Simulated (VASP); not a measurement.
# Ag (I4/mmm) in VASP: a series of runs

Runs on Ag. Level: PBE. Tasks: single point.

Everything below comes from runs of VASP 6.6.1. Logs are shortened: lines on timing, memory, paths and dates and some standing lists are left out, and cuts for length are marked.

**1. The cell of the first run**

The structure is tetragonal, space group I4/mmm (No. 139). The conventional cell has a = 2.947 Å, b = 2.947 Å, c = 4.085 Å, α = 90.00°, β = 90.00°, γ = 90.00°. Ag (site symmetry 4/mmm) has 12 Ag at 2.92 to 2.95 Å within 3.8 Å.

**2. Single point, PBE**

INCAR

```
SYSTEM = Ag
ALGO = Normal
EDIFF = 1E-6
ENCUT = 520
GGA = PE
ISIF = 2
ISMEAR = -1
LASPH = .TRUE.
LCHARG = .FALSE.
LREAL = .FALSE.
LWAVE = .FALSE.
NBANDS = 12
NELM = 80
PREC = Accurate
SIGMA = 0.1
```

KPOINTS

```
k-points
0
G
  15 15 15
  0 0 0
```

POSCAR

```
Ag
1.0
    0.0000000000      2.0836050000      2.0427500000
    2.0836050000      0.0000000000      2.0427500000
    2.0836050000      2.0836050000      0.0000000000
Ag
1
Direct
    0.0000000000      0.0000000000      0.0000000000
```

Potentials or basis: VASP PAW PBE potentials, release 64 (Ag).

Started as:

```
cat potpaw_PBE.64/Ag/POTCAR > POTCAR
mpirun -np 1 vasp_std > vasp.out
```

OUTCAR:

```text
SYSTEM = Ag
   EDIFF = 1E-6
   ENCUT = 520
   GGA = PE
   ISIF = 2
   ISMEAR = -1
   LASPH = .TRUE.
   LREAL = .FALSE.
   NELM = 80
   PREC = Accurate

 ion  position               nearest neighbor table
   1  0.000  0.000  0.000-

  LATTYP: Found a body centered tetragonal cell.
 ALAT       =     2.9466624496
 C/A-ratio  =     1.3864838847

  Lattice vectors:

 A1 = (   0.0000000000,  -2.0836050000,  -2.0427500000)
 A2 = (   0.0000000000,   2.0836050000,  -2.0427500000)
 A3 = (   2.0836050000,   0.0000000000,   2.0427500000)

Analysis of symmetry for initial positions (statically):
=====================================================================
 Subroutine PRICEL returns:
 Original cell was already a primitive cell.

 Routine SETGRP: Setting up the symmetry group for a
 body centered tetragonal supercell.

 Subroutine GETGRP returns: Found 16 space group operations
 (whereof 16 operations were pure point group operations)
 out of a pool of 16 trial point group operations.

The static configuration has the point symmetry D_4h.

Analysis of symmetry for dynamics (positions and initial velocities):
=====================================================================
 Subroutine PRICEL returns:
 Original cell was already a primitive cell.

 Routine SETGRP: Setting up the symmetry group for a
 body centered tetragonal supercell.

 Subroutine GETGRP returns: Found 16 space group operations
 (whereof 16 operations were pure point group operations)
 out of a pool of 16 trial point group operations.

The dynamic configuration has the point symmetry D_4h.

 Subroutine INISYM returns: Found 16 space group operations
 (whereof 16 operations are pure point group operations),
 and found     1 'primitive' translations

----------------------------------------------------------------------------------------

                                     Primitive cell

  volume of cell :      17.7368

  direct lattice vectors                    reciprocal lattice vectors
     0.000000000  2.083605000  2.042750000    -0.239968708  0.239968708  0.244768082
     2.083605000  0.000000000  2.042750000     0.239968708 -0.239968708  0.244768082
     2.083605000  2.083605000  0.000000000     0.239968708  0.239968708 -0.244768082

  length of vectors
     2.917916613  2.917916613  2.946662450     0.418427265  0.418427265  0.418427265

  position of ions in fractional coordinates (direct lattice)
     0.000000000  0.000000000  0.000000000

  ion indices of the primitive-cell ions
   primitive index   ion index
                 1           1

----------------------------------------------------------------------------------------

 KPOINTS: k-points

Automatic generation of k-mesh.
 Grid dimensions read from file:
 generate k-points for:   15   15   15

 Generating k-lattice:

  Cartesian coordinates                     Fractional coordinates (reciprocal lattice)
    -0.015997914  0.015997914  0.016317872     0.066666667  0.000000000  0.000000000
     0.015997914 -0.015997914  0.016317872     0.000000000  0.066666667  0.000000000
     0.015997914  0.015997914 -0.016317872     0.000000000  0.000000000  0.066666667

  Length of vectors
     0.027895151  0.027895151  0.027895151

  Shift w.r.t. Gamma in fractional coordinates (k-lattice)
     0.000000000  0.000000000  0.000000000

 Subroutine IBZKPT returns following result:
 ===========================================

 Found    288 irreducible k-points:

 Following reciprocal coordinates:
            Coordinates               Weight
  0.000000  0.000000  0.000000      1.000000
  0.066667  0.000000  0.000000      8.000000
  0.133333  0.000000  0.000000      8.000000
  0.200000  0.000000  0.000000      8.000000
  0.266667  0.000000  0.000000      8.000000
  0.333333  0.000000  0.000000      8.000000
[... 16 lines left out ...]
  0.133333  0.133333  0.000000      2.000000
  0.200000  0.133333  0.000000      8.000000
 [... further k-points ...]
   k-points           NKPTS =    288   k-points in BZ     NKDIM =    288   number of bands    NBANDS=     12
   number of dos      NEDOS =    301   number of ions     NIONS =      1
   total plane-waves  NPLWV =  13824
   dimension x,y,z NGX =    24 NGY =   24 NGZ =   24
   dimension x,y,z NGXF=    48 NGYF=   48 NGZF=   48
   ions per type =               1
   NGX,Y,Z   is equivalent  to a cutoff of  13.67, 13.67, 13.54 a.u.
   NGXF,Y,Z  is equivalent  to a cutoff of  27.35, 27.35, 27.08 a.u.
 SYSTEM =  Ag
   PREC   = accura    normal or accurate (medium, high low for compatibility)
   ISTART =      0    job   : 0-new  1-cont  2-samecut
   ICHARG =      2    charge: 1-file 2-atom 10-const
   ISPIN  =      1    spin polarized calculation?
   LNONCOLLINEAR =      F non collinear calculations
   LSORBIT =      F    spin-orbit coupling
   LASPH  =      T    aspherical Exc in radial PAW
   ENCUT  =  520.0 eV  38.22 Ry    6.18 a.u.   5.43  5.43  5.48*2*pi/ulx,y,z
   NELM   =     80;   NELMIN=  2; NELMDL= -5     # of ELM steps
   EDIFF  = 0.1E-05   stopping-criterion for ELM
   LREAL  =      F    real-space projection
[... 7 lines left out ...]
   TEBEG  =    0.0;   TEEND  =   0.0 temperature during run
   PSTRESS=    0.0 pullay stress
   NELECT =      11.0000    total number of electrons
   NUPDOWN=      -1.0000    fix difference up-down
   EMIN   =  10.00;   EMAX   =-10.00  energy-range for DOS
   EFERMI =   0.00;   METHOD = LEGACY
   ISMEAR =    -1;   SIGMA  =   0.10  broadening in eV -4-tet -1-fermi 0-gaus
   EFERMI_NEDOS =   21; number of points for ismear=-14 and -15
   IALGO  =     38    algorithm
   IMIX   =      4    mixing-type and parameters
     AMIX     =   0.40;   BMIX     =  1.00
     AMIX_MAG =   1.60;   BMIX_MAG =  1.00
  volume/ion in A,a.u.               =      17.74       119.69
  Fermi-wavevector in a.u.,A,eV,Ry     =   1.396091  2.638229 26.518708  1.949070
  Thomas-Fermi vector in A             =   2.519479
   LORBIT       =      0    0 simple, 1 ext, 2 COOP (PROOUT), +10 PAW based schemes
   GGA     = PE    functional components
   LHFCALC =     F    Hartree Fock is set to
   AEXX    =    0.0000 exact exchange contribution
   IVDW    =     0    specifies the selected vdW correction
   LEPSILON=     F    determine dielectric tensor
   LRPA    =     F    only Hartree local field effects (RPA)
 non-spin polarized calculation
  energy-cutoff  :      520.00
  volume of cell :       17.74
 maximum number of plane-waves:       515
 NGX is ok and might be reduce to    24
   NGX = 11   NGY = 11   NGZ = 11

 number of electron      10.9999998 magnetization

 Free energy of the ion-electron system (eV)
  ---------------------------------------------------
  ext. energy  EPLUGINS =         0.00000000
  ---------------------------------------------------
  free energy    TOTEN  =        -2.71959827 eV

  energy without entropy =       -2.70850718  energy(sigma->0) =       -2.71405272

 E-fermi :   7.9993     XC(G=0): -11.9760

 val. band max:        7.9540898068   @ k =  -0.2667   0.2667   0.0667
 cond. band min:       8.0057143838   @ k =  -0.2667   0.0000   0.2667
 fundamental gap:      0.0516245771
 Fermi energy:         7.9993013700

 k-point     1 :       0.0000    0.0000    0.0000
  band No.  band energies     occupation
      1       0.4113      2.00000
      2       3.1860      2.00000
      3       3.1860      2.00000
      4       3.3012      2.00000
      5       4.1267      2.00000
      6       4.2446      2.00000
      7      23.8328      0.00000
      8      27.0956      0.00000
      9      27.0956      0.00000
     10      27.3274      0.00000
     11      31.8849      0.00000
     12      32.6365      0.00000

 k-point     2 :       0.0667    0.0000    0.0000
  band No.  band energies     occupation
      1       0.5458      2.00000
      2       3.1739      2.00000
      3       3.2220      2.00000
      4       3.3199      2.00000
      5       4.1158      2.00000
      6       4.2291      2.00000
      7      23.8290      0.00000
      8      26.0387      0.00000
      9      27.1348      0.00000
     10      27.2900      0.00000
     11      31.7543      0.00000
     12      32.6186      0.00000

 k-point     3 :       0.1333    0.0000    0.0000
  band No.  band energies     occupation
      1       0.9265      2.00000
      2       3.1320      2.00000
      3       3.3069      2.00000
      4       3.3930      2.00000
      5       4.1059      2.00000
      6       4.2025      2.00000
      7      22.9744      0.00000
      8      24.7711      0.00000
      9      27.2059      0.00000
     10      27.3512      0.00000
     11      30.7307      0.00000
     12      32.0167      0.00000

 k-point     4 :       0.2000    0.0000    0.0000
  band No.  band energies     occupation
      1       1.4440      2.00000
      2       3.1839      2.00000
      3       3.3688      2.00000
      4       3.4625      2.00000
      5       4.1654      2.00000
      6       4.2278      2.00000
      7      20.6510      0.00000
      8      24.5819      0.00000
      9      27.1654      0.00000
     10      27.3227      0.00000
     11      30.1841      0.00000
     12      31.0866      0.00000

 k-point     5 :       0.2667    0.0000    0.0000
  band No.  band energies     occupation
      1       1.8005      2.00000
      2       3.3476      2.00000
      3       3.4529      2.00000
      4       3.6561      2.00000
      5       4.3436      2.00000
      6       4.3647      2.00000
      7      18.1030      0.00000
      8      24.2404      0.00000
      9      26.8199      0.00000
     10      27.0495      0.00000
     11      30.3711      0.00000
     12      30.4367      0.00000

 k-point     6 :       0.3333    0.0000    0.0000
  band No.  band energies     occupation
      1       1.8506      2.00000
      2       3.2734      2.00000
      3       3.3842      2.00000
      4       4.5742      2.00000
      5       4.5869      2.00000
      6       4.6987      2.00000
      7      15.6126      0.00000
      8      23.7376      0.00000
      9      26.1844      0.00000
     10      26.5310      0.00000
     11      30.0634      0.00000
     12      30.4943      0.00000

 k-point     7 :       0.4000    0.0000    0.0000
  band No.  band energies     occupation
      1       1.7920      2.00000
      2       3.1987      2.00000
      3       3.3104      2.00000
      4       4.7708      2.00000
      5       4.8081      2.00000
      6       6.0669      2.00000
      7      13.3277      0.00000
      8      23.3018      0.00000
      9      25.5528      0.00000
     10      25.9927      0.00000
     11      29.9929      0.00000
     12      30.3910      0.00000

 k-point     8 :       0.4667    0.0000    0.0000
  band No.  band energies     occupation
      1       1.7439      2.00000
      2       3.1546      2.00000
      3       3.2662      2.00000
      4       4.8872      2.00000
      5       4.9381      2.00000
      6       7.3524      1.99690
      7      11.5905      0.00000
      8      23.0604      0.00000
      9      25.1796      0.00000
     10      25.6661      0.00000
     11      29.9909      0.00000
     12      30.3652      0.00000
[... 166 lines left out ...]
 k-point    20 :      -0.2000    0.0667    0.0000
  band No.  band energies     occupation
      1       1.7010      2.00000
      2       3.1263      2.00000
      3       3.4287      2.00000
      4       3.5212      2.00000
      5       4.0503      2.00000
      6       4.4848      2.00000
      7      19.9441      0.00000
      8      23.8507      0.00000
      9      26.2331      0.00000
     10      28.7927      0.00000
     11      28.8898      0.00000
     12      30.1040      0.00000

 k-point    21 :      -0.1333    0.0667    0.0000
  band No.  band energies     occupation
      1       1.1977      2.00000
      2       3.0439      2.00000
      3       3.3727      2.00000
      4       3.4921      2.00000
      5       3.9964      2.00000
      6       4.3177      2.00000
      7      22.4164      0.00000
      8      24.0773      0.00000
      9      26.4763      0.00000
     10      28.3442      0.00000
     11      29.3435      0.00000
     12      31.7924      0.00000

 k-point    22 :      -0.0667    0.0667    0.0000
  band No.  band energies     occupation
      1       0.7595      2.00000
      2       3.1054      2.00000
      3       3.2721      2.00000
      4       3.4085      2.00000
      5       4.0504      2.00000
      6       4.2603      2.00000
      7      23.7616      0.00000
      8      24.9866      0.00000
      9      26.5968      0.00000
     10      27.7289      0.00000
     11      30.6518      0.00000
     12      32.7948      0.00000

 k-point    23 :       0.1333    0.1333    0.0000
  band No.  band energies     occupation
      1       1.1194      2.00000
      2       3.0325      2.00000
      3       3.4367      2.00000
      4       3.4367      2.00000
      5       4.0163      2.00000
      6       4.2481      2.00000
      7      23.9387      0.00000
      8      25.2604      0.00000
      9      25.2604      0.00000
     10      25.3558      0.00000
     11      31.5113      0.00000
     12      32.5756      0.00000

 k-point    24 :       0.2000    0.1333    0.0000
  band No.  band energies     occupation
      1       1.5358      2.00000
      2       2.9100      2.00000
      3       3.5496      2.00000
      4       3.5541      2.00000
      5       4.0058      2.00000
      6       4.3228      2.00000
      7      22.6060      0.00000
      8      24.2844      0.00000
      9      24.4917      0.00000
     10      26.1705      0.00000
     11      29.7751      0.00000
     12      32.6377      0.00000

 [... further k-points ...]
[... 5 lines left out ...]
  --------------------------------------------------------------------------------------
  -------------------------------------------------------------------------------------
  Total        0.0338429      0.0338429      0.0693638      0.0000000     -0.0000000     -0.0000000
  in kB        3.0570473      3.0570473      6.2656661      0.0000000     -0.0000000     -0.0000000
  external PRESSURE =       4.1265869 kB  Pullay stress =       0.0000000 kB

 VOLUME and BASIS-vectors are now :
 -----------------------------------------------------------------------------
  energy-cutoff  :      520.00
  volume of cell :       17.74
      direct lattice vectors                 reciprocal lattice vectors
     0.000000000  2.083605000  2.042750000    -0.239968708  0.239968708  0.244768082
     2.083605000  0.000000000  2.042750000     0.239968708 -0.239968708  0.244768082
     2.083605000  2.083605000  0.000000000     0.239968708  0.239968708 -0.244768082

 POSITION                                       TOTAL-FORCE (eV/Angst)
 -----------------------------------------------------------------------------------
      0.00000      0.00000      0.00000         0.000000     -0.000000      0.000000
 -----------------------------------------------------------------------------------
    total drift:                               -0.000000      0.000000      0.000000

  FREE ENERGIE OF THE ION-ELECTRON SYSTEM (eV)
  ---------------------------------------------------
  free  energy   TOTEN  =        -2.7195982665 eV

  energy  without entropy=       -2.7085071768  energy(sigma->0) =       -2.71405272
```

Wall time 32 s (1 thread of Intel Xeon 6975P-C (Granite Rapids), shared host); peak memory 0.18 GiB.

Results:

* Free energy: -2.7196 eV
* Pressure: 0.4 GPa

**3. Single point, PBE**

This run uses another cell than the first one, of 18.09 Å³/atom, 1.020 times its volume.

INCAR

```
SYSTEM = Ag
PREC = Accurate ; ENCUT = 520
EDIFF = 1E-6 ; ISMEAR = -1
SIGMA = 0.1 ; LREAL = .FALSE.
LASPH = .TRUE. ; NELM = 100
ALGO = Normal ; ISIF = 2
LWAVE = .FALSE. ; LCHARG = .TRUE.
GGA = PE ; LELF = .TRUE.
LVHAR = .TRUE. ; NBANDS = 12
```

KPOINTS

```
Automatic mesh
0
G
  15 15 15
  0 0 0
```

POSCAR

```
Ag
1.0
    0.0000000000      2.1040325000      2.0427500000
    2.1040325000      0.0000000000      2.0427500000
    2.1040325000      2.1040325000      0.0000000000
Ag
1
Direct
    0.0000000000      0.0000000000      0.0000000000
```

Potentials or basis: VASP PAW PBE potentials, release 64 (Ag).

Started as:

```
cat potpaw_PBE.64/Ag/POTCAR > POTCAR
mpirun -np 1 vasp_std > vasp.out
```

Wall time 31 s (1 thread of Intel Xeon 6975P-C (Granite Rapids), shared host); peak memory 0.18 GiB.

It converged, with:

```yaml
Free_energy: -2.7185 eV
Pressure: -1.3 GPa
```

Stress tensor (GPa, compression positive):
```
-1.42  0.00  0.00
 0.00 -1.42  0.00
 0.00  0.00 -0.99
```

Levels at points of the mesh, in eV from the Fermi level:
```csv
k point,band 4,band 5,band 6,band 7,band 8,band 9
"(0.00, 0.00, 0.00)",-4.59,-3.86,-3.69,15.80,18.91,18.91
```
